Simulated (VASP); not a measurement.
Wanted: the native input for a VASP 6.6.1 run.

- Task: relaxation of cell and atoms
- Functional: PBE
- Potentials or basis: VASP PAW PBE potentials, release 64 (Au)
- Cutoff: 600 eV
- k mesh: 18 × 18 × 18
- Occupations: gaussian, width 0.1 eV
- Spin: no spin polarisation
- Dipole correction: no
- Further INCAR settings: ALGO = Normal; EDIFF = 1e-06; IBRION = 2; EDIFFG = -0.01; NSW = 80; ISIF = 3

The structure of Au lies in POSCAR:

```
Au
1.0
    0.0000000000      2.0822350420      2.0822350420
    2.0822350420      0.0000000000      2.0822350420
    2.0822350420      2.0822350420      0.0000000000
Au
1
Direct
    0.0000000000      0.0000000000      0.0000000000
```

These files were run (other wordings do the same):

INCAR

```
PREC = Accurate ; ENCUT = 600
EDIFF = 1E-6 ; ISMEAR = 0
SIGMA = 0.1 ; LREAL = F
LASPH = T ; NELM = 80
ALGO = Normal ; ISIF = 3
LWAVE = F ; LCHARG = F
GGA = PE ; IBRION = 2
NSW = 80 ; EDIFFG = -0.01
```

KPOINTS

```
Automatic mesh
0
Gamma
  18 18 18
```

Potentials or basis: VASP PAW PBE potentials, release 64 (Au).

Run with:

```sh
$ cat potpaw_PBE.64/Au/POTCAR > POTCAR
$ mpirun -np 1 vasp_std > vasp.out
```

Results of the run:

```yaml
Relaxed_volume: 17.95 Å³/atom
Relaxed_cell: a = 2.939 Å, b = 2.939 Å, c = 2.939 Å, α = 60.00°, β = 60.00°, γ = 60.00°
Space_group_after_relaxing_to_0.1_Å: Fm-3m (No. 225)
Energy_gained_by_relaxing: 0.3 meV/atom
Ionic_steps: 3
Pressure_after_relaxing: 0.0 GPa
Band_gap_on_the_k_mesh: zero (an odd number of electrons rules out a gap without spin polarisation)
```

Caveat: spin-orbit coupling is left out, which moves the levels of the heavy elements.

Run time: 84 s on 1 thread of AMD EPYC 7R13, with other jobs on the host, peak memory 0.15 GiB.
